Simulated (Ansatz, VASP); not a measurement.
## BaTe in VASP and in Ansatz

```xyz
2
Lattice="0.0000 3.4342 3.4342 3.4342 0.0000 3.4342 3.4342 3.4342 0.0000" Properties=species:S:1:pos:R:3 pbc="T T T"
Ba    0.0000    0.0000    0.0000
Te    3.4342    3.4342    3.4342
```

Alike in both runs: task single point; functional LDA; k mesh 4 × 4 × 4; occupations gaussian, width 0.05 eV; no spin polarisation.

|  | VASP | Ansatz |
| --- | --- | --- |
| version | VASP 6.6.1 | Ansatz 0.2.0 |
| potentials or method | VASP PAW LDA potentials, release 64 (Ba_sv, Te), cutoff 500 eV | scalar-relativistic, plane waves, PAW |
| valence electrons in the cell | 16 | 26 |

Ansatz gave:

| Item | Value |
| --- | --- |
| gap on the k mesh at the Fermi level (eV) | 1.35 |
| least direct gap on the mesh (eV) | 1.70 |
| pressure (GPa) | 0.0 |

Q: Which values does VASP return?

A: gap on the k mesh at the Fermi level (eV): 1.25; least direct gap on the mesh (eV): 1.63; pressure (GPa): 0.5.

LDA's correlation is that of Perdew and Zunger in VASP and of Perdew and Wang (1992) in Ansatz. VASP's potentials hold 16 valence electrons a cell and Ansatz's 26, so a difference there can come from the potentials and not from the codes.

Spin-orbit coupling is off throughout.
